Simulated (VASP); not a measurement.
TePb: single point with r2SCAN

The system is TePb.

```
CELL_PARAMETERS angstrom
0.00000 3.26784 3.26784
3.26784 0.00000 3.26784
3.26784 3.26784 0.00000
ATOMIC_POSITIONS crystal
Pb 0.00000 0.00000 0.00000
Te 0.50000 0.50000 0.50000
```

```
Program                : VASP 6.6.1
Task                   : single point
Functional             : r2SCAN
Potentials or basis    : VASP PAW PBE potentials, release 64 (Pb_d, Te)
Cutoff                 : 520 eV
k mesh                 : 8 × 8 × 8
Occupations            : fermi-dirac, width 0.02 eV
Spin                   : non-collinear spin, zero start, spin-orbit coupling
Starting moments       : [[0.0, 0.0, 0.0], [0.0, 0.0, 0.0]] μB
Dipole correction      : no
Further INCAR settings : ALGO = Normal; EDIFF = 1e-06; NBANDS = 32
```

The pressure is -0.1 GPa. The net moment is 0.00 μB per cell and the valence electrons inside the program's atomic spheres are Pb 11.84; Te 3.42.

Moments on the atoms (μB; x, y, z):
```
Pb  0.00 0.00 0.00
Te  0.00 0.00 0.00
```

Wall time 13 min on 1 thread of AMD EPYC 7R13 Processor (Zen 3), with other jobs on the host, peak memory 0.49 GiB.

Caveat: the structure was generated, so it needn't be the stable form of TePb; the PAW data sets were made with another functional, which shifts forces and pressure a little.
